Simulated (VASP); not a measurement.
NbP, 4 atoms in the cell. Symmetry: I4_1md, No. 109, tetragonal system. Conventional cell: a = 3.350 Å, b = 3.350 Å, c = 11.480 Å, α = 90.00°, β = 90.00°, γ = 90.00°. Within 3.4 Å of Nb (site symmetry 2mm) lie 6 P at 2.55 Å and 8 Nb at 3.32 to 3.35 Å. Within 3.4 Å of P (site symmetry 2mm) lie 6 Nb at 2.55 Å and 8 P at 3.32 to 3.35 Å. 

- Program: VASP 6.6.1
- Task: single point
- Functional: r2SCAN
- Potentials or basis: VASP PAW PBE potentials, release 64 (Nb_sv, P)
- Cutoff: 520 eV
- k mesh: 11 × 11 × 11
- Occupations: fermi-dirac, width 0.05 eV
- Spin: no spin polarisation
- Dipole correction: no
- Further INCAR settings: ALGO = Normal; EDIFF = 1e-07; NBANDS = 26

Potentials or basis: VASP PAW PBE potentials, release 64 (Nb_sv, P).

The run is started by

```bash
$ cat potpaw_PBE.64/Nb_sv/POTCAR potpaw_PBE.64/P/POTCAR > POTCAR
$ cp INCAR.step1 INCAR
$ mpirun -np 1 vasp_std > vasp.out
$ cp INCAR.step2 INCAR
$ mpirun -np 1 vasp_std > vasp.out
```

Hardware: 1 thread of Intel Xeon 8259CL, on a shared host.

How long does it take, and how much memory?

Wall time 53 min on 1 thread of Intel Xeon 8259CL (shared host), peak memory 0.46 GiB. Counts: k points 126.
